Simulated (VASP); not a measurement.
Crystal: SnTe.

```
Te Sn
1.0
     0.00000    3.21265    3.21265
     3.21265    0.00000    3.21265
     3.21265    3.21265    0.00000
Te Sn
1 1
Cartesian
  3.2126 3.2126 3.2126
  0.0000 0.0000 0.0000
```

Base run:

| Property | Result |
| --- | --- |
| Program | VASP 6.6.1 |
| Functional | PBE |
| Potentials or basis | VASP PAW PBE potentials, release 64 (Te, Sn_d) |
| Cutoff | 520 eV |
| k mesh | 7 × 7 × 7 |
| Occupations | fermi-dirac, width 0.05 eV |
| Spin | non-collinear spin, zero start, spin-orbit coupling |
| Starting moments | [[0.0, 0.0, 0.0], [0.0, 0.0, 0.0]] μB |

Its results: pressure -0.3 GPa; net moment 0.00 μB per cell.

Question: The run is repeated on the same cell with these changes: functional from PBE to PBEsol; further incar settings from ALGO = Normal; EDIFF = 1e-06; NBANDS = 32 to ALGO = Normal; EDIFF = 1e-07; NBANDS = 32. What comes out?

Answer: Pressure -2.7 GPa; net moment 0.00 μB per cell.

Caveats: the PAW data sets were made with another functional, which shifts forces and pressure a little (at least some runs).
